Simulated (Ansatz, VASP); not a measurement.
**Pd in VASP and in Ansatz**

File INCAR:

```
SYSTEM = Pd
PREC = Accurate
ENCUT = 500
EDIFF = 1E-6
ISMEAR = -1
SIGMA = 0.1
LREAL = .False.
LASPH = .True.
NELM = 120
ALGO = Normal
ISIF = 2
LWAVE = .False.
LCHARG = .False.
GGA = RE
NBANDS = 11
GGA_COMPAT = .False.
```

The input KPOINTS:

```
regular mesh
0
Gamma
  22 22 22
  0 0 0
```

File POSCAR:

```
Pd
1.0
    0.0000000000      1.9325018310      1.9325018310
    1.9325018310      0.0000000000      1.9325018310
    1.9325018310      1.9325018310      0.0000000000
Pd
1
Direct
    0.0000000000      0.0000000000      0.0000000000
```

Input for Ansatz:

```yaml
crystal:
  lattice:
    - [0.0, 1.932501831, 1.932501831]
    - [1.932501831, 0.0, 1.932501831]
    - [1.932501831, 1.932501831, 0.0]
  atoms:
    - { symbol: Pd, position: [0.0, 0.0, 0.0] }
hamiltonian:
  xc: revpbe
  pseudopotentials:
    kind: paw
    azcp:
      Pd: "pseudopotentials/Pd.paw.azcp"
basis:
  ecutwfc: 420
  fft_grid_basis: typed
kpoints:
  mp_grid: { grid: [22, 22, 22], shift: [0, 0, 0] }
magnetization:
  spin_polarized: false
scf:
  occupations: { method: fermi_dirac, width: 0.1 }
output:
  stress: true
```

Alike in both runs: task single point; functional revPBE; k mesh 22 × 22 × 22; occupations fermi-dirac, width 0.1 eV; no spin polarisation.

```csv
,VASP,Ansatz
version,VASP 6.6.1,Ansatz 0.2.0
potentials or method,"VASP PAW PBE potentials, release 64 (Pd), cutoff 500 eV","plane waves (420 eV) with PAW, scalar-relativistic"
valence electrons in the cell,10,18
```

```csv
,VASP,Ansatz,Ansatz less VASP
pressure (GPa),15.4,15.7,+0.28
```

VASP's potentials were made for PBE, not for revPBE. With one functional, cell and mesh, what is left measures potentials, basis and numerics. VASP's potentials hold 10 valence electrons a cell and Ansatz's 18, so a difference there can come from the potentials and not from the codes.
